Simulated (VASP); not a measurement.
# FeO (Fm-3m) in VASP: single point with PBE+U

Aim: the single point of FeO with PBE+U.

Program: VASP 6.6.1. These are calculated values, not measurements. Logs are shortened: lines on timing, memory, paths and dates and some standing lists are left out, and cuts for length are marked.

### 1 The cell of the first run

The structure is cubic, space group Fm-3m (No. 225). Conventional cell: a = 4.311 Å, b = 4.311 Å, c = 4.311 Å, α = 90.00°, β = 90.00°, γ = 90.00°. Within 2.9 Å of Fe (site symmetry m-3m) lie 6 O at 2.16 Å. O (site symmetry m-3m) has 6 Fe at 2.16 Å within 2.9 Å.

### 2 Single point, PBE+U, collinear spin, antiferromagnetic start

Input file INCAR:

```
SYSTEM = FeO
PREC = Accurate
ENCUT = 600
EDIFF = 1E-6
ISMEAR = 0
SIGMA = 0.05
LREAL = .False.
LASPH = .True.
NELM = 200
ALGO = Normal
ISIF = 2
LWAVE = .False.
LCHARG = .False.
ISPIN = 2
MAGMOM = 4 -4 0 0
LORBIT = 11
LMAXMIX = 4
LDAU = .True.
LDAUTYPE = 2
LDAUL = 2 -1
LDAUU = 4 0
LDAUJ = 0 0
LDAUPRINT = 1
GGA = PE
NBANDS = 34
GGA_COMPAT = .False.
```

Input file KPOINTS:

```
regular mesh
0
Gamma
  10 10 5
  0 0 0
```

Input file POSCAR:

```
FeO
1.0
    0.0000000000      2.1554001622      2.1554001622
    2.1554001622      0.0000000000      2.1554001622
    4.3108003244      4.3108003244      0.0000000000
Fe O
2 2
Direct
    0.0000000000      0.0000000000      0.0000000000
    0.0000000000      0.0000000000      0.5000000000
    0.5000000000      0.5000000000      0.2500000000
    0.5000000000      0.5000000000      0.7500000000
```

Potentials or basis: VASP PAW PBE potentials, release 64 (Fe_sv, O).

Run with:

```console
$ cat potpaw_PBE.64/Fe_sv/POTCAR potpaw_PBE.64/O/POTCAR > POTCAR
$ mpirun -np 1 vasp_std > vasp.out
```

OUTCAR:

```text
SYSTEM = FeO
   PREC = Accurate
   ENCUT = 600
   EDIFF = 1E-6
   ISMEAR = 0
   LREAL = .False.
   LASPH = .True.
   NELM = 200
   ISIF = 2
   ISPIN = 2
   LORBIT = 11
   GGA = PE

 ion  position               nearest neighbor table
   1  0.000  0.000  0.000-   4 2.16   3 2.16   4 2.16   3 2.16   4 2.16   3 2.16
   2  0.000  0.000  0.500-   3 2.16   3 2.16   4 2.16   3 2.16   4 2.16   4 2.16
   3  0.500  0.500  0.250-   1 2.16   1 2.16   2 2.16   1 2.16   2 2.16   2 2.16
   4  0.500  0.500  0.750-   2 2.16   1 2.16   2 2.16   1 2.16   2 2.16   1 2.16

  LATTYP: Found a trigonal (rhomboedric) cell.
 ALAT       =     5.2796305889
 COS(alpha) =     0.8333333333

  Lattice vectors:

 A1 = (   4.3108003244,   2.1554001622,  -2.1554001622)
 A2 = (   2.1554001622,   2.1554001622,  -4.3108003244)
 A3 = (   2.1554001622,   4.3108003244,  -2.1554001622)

Analysis of symmetry for initial positions (statically):
=====================================================================
 Subroutine PRICEL returns following result:

  LATTYP: Found a face centered cubic cell.
 ALAT       =     4.3108003244
[... 12 lines left out ...]
 Subroutine GETGRP returns: Found 12 space group operations
 (whereof 12 operations were pure point group operations)
 out of a pool of 12 trial point group operations.

The static configuration has the point symmetry D_3d.

Analysis of symmetry for dynamics (positions and initial velocities):
=====================================================================
 Subroutine PRICEL returns following result:

  LATTYP: Found a face centered cubic cell.
 ALAT       =     4.3108003244
[... 12 lines left out ...]
 Subroutine GETGRP returns: Found 12 space group operations
 (whereof 12 operations were pure point group operations)
 out of a pool of 12 trial point group operations.

The dynamic configuration has the point symmetry D_3d.

Analysis of structural, dynamic, and magnetic symmetry:
=====================================================================
 Subroutine PRICEL returns following result:

  LATTYP: Found a face centered cubic cell.
 ALAT       =     4.3108003244
[... 236 lines left out ...]
  o =  0.0764  v = -0.1821 -0.0913 -0.9748 -0.0908  0.0016  0.0000  0.0000  0.0000  0.0000  0.0000      0.0000  0.0000  0.0000  0.0000  0.0000  0.0000  0.0000  0.0000  0.0000  0.0000
  o =  0.4045  v = -0.4623 -0.7923  0.1295  0.3299 -0.1815  0.0000  0.0000  0.0000  0.0000  0.0000      0.0000  0.0000  0.0000  0.0000  0.0000  0.0000  0.0000  0.0000  0.0000  0.0000
  o =  0.4045  v =  0.6479 -0.0765 -0.1815  0.7243 -0.1295  0.0000  0.0000  0.0000  0.0000  0.0000      0.0000  0.0000  0.0000  0.0000  0.0000  0.0000  0.0000  0.0000  0.0000  0.0000
  o =  0.8980  v =  0.0000  0.0000  0.0000  0.0000  0.0000  0.7177  0.0226  0.0306  0.6951  0.0166      0.0000  0.0000  0.0000  0.0000  0.0000  0.0000  0.0000  0.0000  0.0000  0.0000
  o =  0.8980  v =  0.0000  0.0000  0.0000  0.0000  0.0000  0.3883  0.8157  0.0166 -0.4274 -0.0306      0.0000  0.0000  0.0000  0.0000  0.0000  0.0000  0.0000  0.0000  0.0000  0.0000
  o =  0.9039  v =  0.0000  0.0000  0.0000  0.0000  0.0000 -0.5774  0.5774  0.0000  0.5774 -0.0000      0.0000  0.0000  0.0000  0.0000  0.0000  0.0000  0.0000  0.0000  0.0000  0.0000
  o =  0.9286  v =  0.0000  0.0000  0.0000  0.0000  0.0000  0.0201  0.0275 -0.7067 -0.0074  0.7067      0.0000  0.0000  0.0000  0.0000  0.0000  0.0000  0.0000  0.0000  0.0000  0.0000
  o =  0.9286  v =  0.0000  0.0000  0.0000  0.0000  0.0000 -0.0201  0.0074  0.7067 -0.0275  0.7067      0.0000  0.0000  0.0000  0.0000  0.0000  0.0000  0.0000  0.0000  0.0000  0.0000

 number of electron      44.0000024 magnetization       0.0000000

 Free energy of the ion-electron system (eV)
  ---------------------------------------------------
  ext. energy  EPLUGINS =         0.00000000
  ---------------------------------------------------
  free energy    TOTEN  =       -25.33589803 eV

  energy without entropy =      -25.33090454  energy(sigma->0) =      -25.33340128

 E-fermi :  10.1200     XC(G=0): -12.4906

 val. band max:       10.1192358913   @ k =  -0.1000   0.1000   0.0000
 cond. band min:      10.1284473709   @ k =   0.2000   0.1000   0.0000
 fundamental gap:      0.0092114796
 Fermi energy:        10.1200387427

 spin component 1

 k-point     1 :       0.0000    0.0000    0.0000
  band No.  band energies     occupation
      1     -80.0075      1.00000
      2     -75.7601      1.00000
      3     -46.2622      1.00000
      4     -45.9459      1.00000
      5     -45.9459      1.00000
      6     -41.9667      1.00000
[... 1769 lines left out ...]
     33      23.5637      0.00000
     34      24.6734      0.00000

 [... further k-points ...]
[... 5 lines left out ...]
  --------------------------------------------------------------------------------------
  -------------------------------------------------------------------------------------
  Total        0.2739144      0.2739144      0.2739144      0.6985052     -0.6985052     -0.6985052
  in kB       10.9567492     10.9567492     10.9567492     27.9406500    -27.9406500    -27.9406500
  external PRESSURE =      10.9567492 kB  Pullay stress =       0.0000000 kB

 VOLUME and BASIS-vectors are now :
 -----------------------------------------------------------------------------
  energy-cutoff  :      600.00
  volume of cell :       40.05
      direct lattice vectors                 reciprocal lattice vectors
     0.000000000  2.155400162  2.155400162    -0.231975486  0.231975486  0.231975486
     2.155400162  0.000000000  2.155400162     0.231975486 -0.231975486  0.231975486
     4.310800324  4.310800324  0.000000000     0.115987743  0.115987743 -0.115987743

 POSITION                                       TOTAL-FORCE (eV/Angst)
 -----------------------------------------------------------------------------------
      0.00000      0.00000      0.00000        -0.000000     -0.000000     -0.000000
      2.15540      2.15540      0.00000        -0.000000      0.000000     -0.000000
      2.15540      2.15540      2.15540        -0.000000     -0.000000     -0.000000
      4.31080      4.31080      2.15540         0.000000      0.000000      0.000000
 -----------------------------------------------------------------------------------
    total drift:                                0.000000     -0.000000     -0.000000

  FREE ENERGIE OF THE ION-ELECTRON SYSTEM (eV)
  ---------------------------------------------------
  free  energy   TOTEN  =       -25.3358980313 eV

  energy  without entropy=      -25.3309045360  energy(sigma->0) =      -25.33340128

 total charge

# of ion       s       p       d       tot
------------------------------------------
    1        2.104   5.997   5.536  13.637
    2        2.104   5.997   5.536  13.637
    3        1.552   3.461   0.000   5.013
    4        1.552   3.461   0.000   5.013
--------------------------------------------------
tot          7.310  18.918  11.072  37.301

 magnetization (x)

# of ion       s       p       d       tot
------------------------------------------
    1        0.006   0.008   3.543   3.557
    2       -0.006  -0.008  -3.543  -3.557
    3        0.000   0.000   0.000   0.000
    4        0.000   0.000   0.000   0.000
--------------------------------------------------
tot          0.000   0.000   0.000   0.000
```

Wall time 4 min (1 thread of AMD EPYC 7R43 (Zen 3), shared host); peak memory 0.24 GiB.

What came out:

* Free energy: -25.3359 eV
* Pressure: 1.1 GPa
* Band gap on the k mesh: zero (filled and empty bands overlap)
* Net moment: 0.00 μB per cell
* Site moments: Fe +3.56, -3.56; O +0.00 μB
* Valence electrons inside the program's atomic spheres: Fe 13.64; O 5.01

Levels at points of the mesh, in eV from the Fermi level:
Spin up:
```
           k point  band 20  band 21  band 22  band 23  band 24  band 25
(0.00, 0.00, 0.00)    -3.03    -3.03    -0.17    -0.17     0.15     1.54
(0.50, 0.00, 0.00)    -2.82    -2.63    -0.42     0.71     2.05     3.15
```
Spin down:
| k point | band 18 | band 19 | band 20 | band 21 | band 22 | band 23 | band 24 | band 25 | band 26 | band 27 |
| --- | --- | --- | --- | --- | --- | --- | --- | --- | --- | --- |
| (0.00, 0.00, 0.00) | -3.78 | -3.78 | -3.03 | -3.03 | -0.17 | -0.17 | 0.15 | 1.54 | 2.95 | 2.95 |
| (0.50, 0.00, 0.00) | -4.54 | -4.38 | -2.82 | -2.63 | -0.42 | 0.71 | 2.05 | 3.15 | 3.23 | 3.96 |

Eigenvalues of the final occupation matrices:
```
    site  spin  trace               eigenvalues
site 1 d     1   4.56  0.90 0.90 0.90 0.93 0.93
site 1 d     2   1.00  0.04 0.08 0.08 0.40 0.40
site 2 d     1   1.00  0.04 0.08 0.08 0.40 0.40
site 2 d     2   4.56  0.90 0.90 0.90 0.93 0.93
```

The state reached can hang on the start; a lower one may exist.
